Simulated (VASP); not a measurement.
# C (I4_1/amd) in VASP: a series of runs, part 2 of 2

VASP 6.6.1.

**3. Single point, LDA (5.51 Å³/atom)**

This run uses another cell than the first one, of 5.51 Å³/atom.

Input file INCAR:

```
SYSTEM = C
  PREC = Accurate
  ENCUT = 1300
  EDIFF = 1E-6
  ISMEAR = 0
  SIGMA = 0.05
  LREAL = .False.
  LASPH = .True.
  NELM = 120
  ALGO = Normal
  ISIF = 2
  LWAVE = .False.
  LCHARG = .False.
  GGA = CA
  NBANDS = 11
  GGA_COMPAT = .False.
```

Input file KPOINTS:

```
regular mesh
0
Gamma
  12 12 12
  0 0 0
```

Input file POSCAR:

```
C
1.0
    0.0000000000      1.7237118692      1.8529902594
    1.7237118692      0.0000000000      1.8529902594
    1.7237118692      1.7237118692      0.0000000000
C
2
Direct
    0.5000000000      0.5000000000      0.5000000000
    0.7500000000      0.7500000000      0.7500000000
```

Potentials or basis: VASP PAW LDA potentials, release 64 (C_h).

On the command line:

```sh
$ cat potpaw_LDA.64/C_h/POTCAR > POTCAR
$ mpirun -np 1 vasp_std > vasp.out
```

OUTCAR:

```text
SYSTEM = C
   PREC = Accurate
   ENCUT = 1300
   EDIFF = 1E-6
   ISMEAR = 0
   LREAL = .False.
   LASPH = .True.
   NELM = 120
   ISIF = 2
   GGA = CA

 ion  position               nearest neighbor table
   1  0.500  0.500  0.500-
   2  0.750  0.750  0.750-

  LATTYP: Found a body centered tetragonal cell.
 ALAT       =     2.4376967030
 C/A-ratio  =     1.5202795796

  Lattice vectors:

 A1 = (  -1.7237118692,   0.0000000000,   1.8529902594)
 A2 = (   1.7237118692,   0.0000000000,   1.8529902594)
 A3 = (   0.0000000000,   1.7237118692,  -1.8529902594)

Analysis of symmetry for initial positions (statically):
=====================================================================
 Subroutine PRICEL returns:
 Original cell was already a primitive cell.

 Routine SETGRP: Setting up the symmetry group for a
 body centered tetragonal supercell.

 Subroutine GETGRP returns: Found 16 space group operations
 (whereof  8 operations were pure point group operations)
 out of a pool of 16 trial point group operations.

The static configuration has the point symmetry D_2d.
 The point group associated with its full space group is D_4h.

Analysis of symmetry for dynamics (positions and initial velocities):
=====================================================================
 Subroutine PRICEL returns:
 Original cell was already a primitive cell.

 Routine SETGRP: Setting up the symmetry group for a
 body centered tetragonal supercell.

 Subroutine GETGRP returns: Found 16 space group operations
 (whereof  8 operations were pure point group operations)
 out of a pool of 16 trial point group operations.

The dynamic configuration has the point symmetry D_2d.
 The point group associated with its full space group is D_4h.

 Subroutine INISYM returns: Found 16 space group operations
 (whereof  8 operations are pure point group operations),
 and found     1 'primitive' translations

----------------------------------------------------------------------------------------

                                     Primitive cell

  volume of cell :      11.0111

  direct lattice vectors                    reciprocal lattice vectors
     0.000000000  1.723711869  1.852990259    -0.290071681  0.290071681  0.269834122
     1.723711869  0.000000000  1.852990259     0.290071681 -0.290071681  0.269834122
     1.723711869  1.723711869  0.000000000     0.290071681  0.290071681 -0.269834122

  length of vectors
     2.530761844  2.530761844  2.437696703     0.491012845  0.491012845  0.491012845

  position of ions in fractional coordinates (direct lattice)
     0.500000000  0.500000000  0.500000000
     0.750000000  0.750000000  0.750000000

  ion indices of the primitive-cell ions
   primitive index   ion index
                 1           1
                 2           2

----------------------------------------------------------------------------------------

 KPOINTS: regular mesh

Automatic generation of k-mesh.
 Grid dimensions read from file:
 generate k-points for:   12   12   12

 Generating k-lattice:

[... 22 lines left out ...]
  0.333333 -0.000000  0.000000      8.000000
  0.416667  0.000000  0.000000      8.000000
[... 16 lines left out ...]
  0.500000  0.166667  0.000000      8.000000
 -0.416667  0.166667  0.000000      8.000000
 [... further k-points ...]
   k-points           NKPTS =    163   k-points in BZ     NKDIM =    163   number of bands    NBANDS=     11
   number of dos      NEDOS =    301   number of ions     NIONS =      2
   total plane-waves  NPLWV =  27000
   dimension x,y,z NGX =    30 NGY =   30 NGZ =   30
   dimension x,y,z NGXF=    60 NGYF=   60 NGZF=   60
   ions per type =               2
   NGX,Y,Z   is equivalent  to a cutoff of  19.71, 19.71, 20.46 a.u.
   NGXF,Y,Z  is equivalent  to a cutoff of  39.41, 39.41, 40.92 a.u.
 SYSTEM =  C
   PREC   = accura    normal or accurate (medium, high low for compatibility)
   ISTART =      0    job   : 0-new  1-cont  2-samecut
   ICHARG =      2    charge: 1-file 2-atom 10-const
   ISPIN  =      1    spin polarized calculation?
   LNONCOLLINEAR =      F non collinear calculations
   LSORBIT =      F    spin-orbit coupling
   LASPH  =      T    aspherical Exc in radial PAW
   ENCUT  = 1300.0 eV  95.55 Ry    9.77 a.u.   7.44  7.44  7.17*2*pi/ulx,y,z
   NELM   =    120;   NELMIN=  2; NELMDL= -5     # of ELM steps
   EDIFF  = 0.1E-05   stopping-criterion for ELM
   LREAL  =      F    real-space projection
   EDIFFG = 0.1E-04   stopping-criterion for IOM
   NSW    =      0    number of steps for IOM
   IBRION =     -1    ionic relax: 0-MD 1-quasi-New 2-CG
   NFREE  =      0    steps in history (QN), initial steepest desc. (CG)
   ISIF   =      2    stress and relaxation
   ISYM   =      2    0-nonsym 1-usesym 2-fastsym
   POTIM  = 0.5000    time-step for ionic-motion
   TEBEG  =    0.0;   TEEND  =   0.0 temperature during run
   PSTRESS=    0.0 pullay stress
   NELECT =       8.0000    total number of electrons
   NUPDOWN=      -1.0000    fix difference up-down
   EMIN   =  10.00;   EMAX   =-10.00  energy-range for DOS
   EFERMI =   0.00;   METHOD = LEGACY
   ISMEAR =     0;   SIGMA  =   0.05  broadening in eV -4-tet -1-fermi 0-gaus
   EFERMI_NEDOS =   21; number of points for ismear=-14 and -15
   IALGO  =     38    algorithm
   IMIX   =      4    mixing-type and parameters
     AMIX     =   0.40;   BMIX     =  1.00
     AMIX_MAG =   1.60;   BMIX_MAG =  1.00
  volume/ion in A,a.u.               =       5.51        37.15
  Fermi-wavevector in a.u.,A,eV,Ry     =   1.471727  2.781161 29.469962  2.165981
  Thomas-Fermi vector in A             =   2.586828
   LORBIT       =      0    0 simple, 1 ext, 2 COOP (PROOUT), +10 PAW based schemes
   GGA     = CA    functional components
   LHFCALC =     F    Hartree Fock is set to
   AEXX    =    0.0000 exact exchange contribution
   IVDW    =     0    specifies the selected vdW correction
   LEPSILON=     F    determine dielectric tensor
   LRPA    =     F    only Hartree local field effects (RPA)
 non-spin polarized calculation
 Gauss-broadening in eV      SIGMA  =   0.05
  energy-cutoff  :     1300.00
  volume of cell :       11.01
 maximum number of plane-waves:      1188
 NGX is ok and might be reduce to    30
   NGX = 15   NGY = 15   NGZ = 15

 number of electron       8.0000000 magnetization

 Free energy of the ion-electron system (eV)
  ---------------------------------------------------
  ext. energy  EPLUGINS =         0.00000000
  ---------------------------------------------------
  free energy    TOTEN  =       -20.14735755 eV

  energy without entropy =      -20.14735755  energy(sigma->0) =      -20.14735755

 E-fermi :  12.1161     XC(G=0): -13.8032

 val. band max:       11.7504387558   @ k =   0.0000   0.0000   0.0000
 cond. band min:      15.0287862321   @ k =   0.3333   0.0000   0.3333
 fundamental gap:      3.2783474763
 Fermi energy:        12.1160540124

 k-point     1 :       0.0000    0.0000    0.0000
  band No.  band energies     occupation
      1     -10.3720      2.00000
      2      10.5465      2.00000
      3      11.7504      2.00000
      4      11.7504      2.00000
      5      16.7297      0.00000
      6      16.7297      0.00000
      7      17.6206      0.00000
      8      25.4746      0.00000
      9      30.8083      0.00000
     10      35.8101      0.00000
     11      36.5683      0.00000
[... 309 lines left out ...]
 k-point    24 :      -0.4167    0.1667    0.0000
  band No.  band energies     occupation
      1      -3.8603      2.00000
      2      -1.6045      2.00000
      3       5.0244      2.00000
      4       8.4256      2.00000
      5      19.7171      0.00000
      6      21.8127      0.00000
      7      22.4147      0.00000
      8      27.0578      0.00000
      9      31.3720      0.00000
     10      35.8418      0.00000
     11      35.9143      0.00000

 [... further k-points ...]

------------------------ aborting loop because EDIFF is reached ----------------------------------------

  FORCE on cell =-STRESS in cart. coord.  units (eV):
  Direction    XX          YY          ZZ          XY          YZ          ZX
  --------------------------------------------------------------------------------------
  -------------------------------------------------------------------------------------
  Total        1.7744804      1.7744804     -3.3197026      0.0000000      0.0000000      0.0000000
  in kB      258.1958814    258.1958814   -483.0335332      0.0000000      0.0000000      0.0000000
  external PRESSURE =      11.1194099 kB  Pullay stress =       0.0000000 kB

 VOLUME and BASIS-vectors are now :
 -----------------------------------------------------------------------------
  energy-cutoff  :     1300.00
  volume of cell :       11.01
      direct lattice vectors                 reciprocal lattice vectors
     0.000000000  1.723711869  1.852990259    -0.290071681  0.290071681  0.269834122
     1.723711869  0.000000000  1.852990259     0.290071681 -0.290071681  0.269834122
     1.723711869  1.723711869  0.000000000     0.290071681  0.290071681 -0.269834122

 POSITION                                       TOTAL-FORCE (eV/Angst)
 -----------------------------------------------------------------------------------
      1.72371      1.72371      1.85299         0.000000      0.000000      0.000000
      2.58557      2.58557      2.77949        -0.000000     -0.000000      0.000000
 -----------------------------------------------------------------------------------
    total drift:                                0.000000     -0.000000     -0.000000

  FREE ENERGIE OF THE ION-ELECTRON SYSTEM (eV)
  ---------------------------------------------------
  free  energy   TOTEN  =       -20.1473575545 eV

  energy  without entropy=      -20.1473575545  energy(sigma->0) =      -20.14735755
```

OSZICAR:

```text
N       E                     dE             d eps       ncg     rms          rms(c)
DAV:   1     0.195613935601E+02    0.19561E+02   -0.81829E+03  3594   0.147E+03
DAV:   2    -0.196437475707E+02   -0.39205E+02   -0.37163E+02  5143   0.205E+02
DAV:   3    -0.209647843586E+02   -0.13210E+01   -0.13156E+01  4288   0.308E+01
DAV:   4    -0.209686862686E+02   -0.39019E-02   -0.39016E-02  3870   0.186E+00
DAV:   5    -0.209686911098E+02   -0.48412E-05   -0.48411E-05  4170   0.697E-02    0.507E+00
DAV:   6    -0.203620701262E+02    0.60662E+00   -0.32014E-01  3774   0.399E+00    0.271E+00
DAV:   7    -0.201474615032E+02    0.21461E+00   -0.38441E-01  3993   0.433E+00    0.357E-01
DAV:   8    -0.201473711182E+02    0.90385E-04   -0.89105E-03  3865   0.907E-01    0.297E-02
DAV:   9    -0.201473564160E+02    0.14702E-04   -0.42212E-05  4092   0.556E-02    0.144E-02
DAV:  10    -0.201473576433E+02   -0.12273E-05   -0.35126E-06  4030   0.173E-02    0.306E-03
DAV:  11    -0.201473575545E+02    0.88808E-07   -0.17614E-07  2026   0.414E-03
   1 F= -.20147358E+02 E0= -.20147358E+02  d E =-.195991E-27
```

stdout:

```text
POSCAR found type information on POSCAR C
 POSCAR found :  1 types and       2 ions
 scaLAPACK will be used
 LDA part: xc-table for (Slater(with rela. corr.)+CA(PZ))
 , standard interpolation
 POSCAR, INCAR and KPOINTS ok, starting setup
 FFT: planning ... GRIDC
 FFT: planning ... GRID_SOFT
 FFT: planning ... GRID
 WAVECAR not read
 entering main loop
```

Wall time 34 s (1 thread of AMD EPYC 9R45 (Zen 5), shared host); peak memory 0.15 GiB.

Results:

* Free energy: -20.1474 eV
* Pressure: 1.1 GPa
* Band gap on the k mesh: 3.28 eV (least direct gap 4.98 eV)

Stress tensor (GPa, compression positive):
```
 25.82   0.00   0.00
  0.00  25.82   0.00
  0.00   0.00 -48.30
```

Caveat: the stress differs along the axes, from -48 to 26 GPa. A k mesh can miss the band edges.

**4. Single point, LDA (5.77 Å³/atom)**

This run uses another cell than the first one, of 5.77 Å³/atom.

Input file INCAR:

```
ALGO = Normal
EDIFF = 1E-6
ENCUT = 1300
GGA_COMPAT = F
ISIF = 2
ISMEAR = 0
LASPH = T
LCHARG = T
LELF = T
LREAL = F
LVHAR = T
LWAVE = F
NBANDS = 11
NELM = 120
PREC = Accurate
SIGMA = 0.05
```

Input file KPOINTS:

```
k-points
0
Gamma
  12 12 12
```

Input file POSCAR:

```
C
1.0
    0.0000000000      1.8226760854      1.7368280417
    1.8226760854      0.0000000000      1.7368280417
    1.8226760854      1.8226760854      0.0000000000
C
2
Direct
    0.5000000000      0.5000000000      0.5000000000
    0.7500000000      0.7500000000      0.7500000000
```

On the command line:

```sh
$ cat potpaw_LDA.64/C_h/POTCAR > POTCAR
$ mpirun -np 1 vasp_std > vasp.out
```

Wall time 62 s (1 thread of AMD EPYC 7R43 (Zen 3), shared host); peak memory 0.15 GiB.

The run converged. Its results:

- Free energy: -20.1878 eV
- Pressure: -19.2 GPa
- Band gap on the k mesh: 2.90 eV (least direct gap 4.68 eV)

Stress tensor (GPa, compression positive):
```
-33.09   0.00   0.00
  0.00 -33.09   0.00
  0.00   0.00   8.58
```

Levels at points of the mesh, in eV from the valence-band top:
```csv
k point,band 2,band 3,band 4,band 5,band 6,band 7
"(0.00, 0.00, 0.00)",-0.68,-0.68,0.00,4.68,5.26,5.26
"(0.50, 0.00, 0.00)",-13.62,-3.60,-2.79,7.32,7.65,9.04
"(0.50, 0.50, 0.00)",-12.44,-7.10,-7.10,3.48,3.48,16.05
"(0.50, 0.00, 0.50)",-13.18,-6.39,-6.39,4.60,4.60,15.71
```

Caveat: the stress differs along the axes, from -33 to 9 GPa. A k mesh can miss the band edges.

**5. Overview**

```tsv
cell	gap on the mesh (eV)	pressure (GPa)
a = 2.564, b = 2.564, c = 2.437 Å, angles 61.6, 61.6, 56.8°, 2 atoms	2.93	-9.4
a = 2.531, b = 2.531, c = 2.438 Å, angles 61.2, 61.2, 57.6°, 2 atoms	3.28	1.1
a = 2.518, b = 2.518, c = 2.578 Å, angles 59.2, 59.2, 61.6°, 2 atoms	2.90	-19.2
```

Alike in all rows: task single point; level LDA; potentials or basis VASP PAW LDA potentials, release 64 (C_h); no spin polarisation; k mesh 12 × 12 × 12; cutoff (eV) 1300; smearing gaussian 0.05 eV.

Caveats: the stress differs along the axes, from -75 to 23 GPa (at least some runs); the stress differs along the axes, from -48 to 26 GPa (at least some runs); the stress differs along the axes, from -33 to 9 GPa (at least some runs).

Total energies depend on the potentials used, so only differences within one code and one set of settings carry meaning.
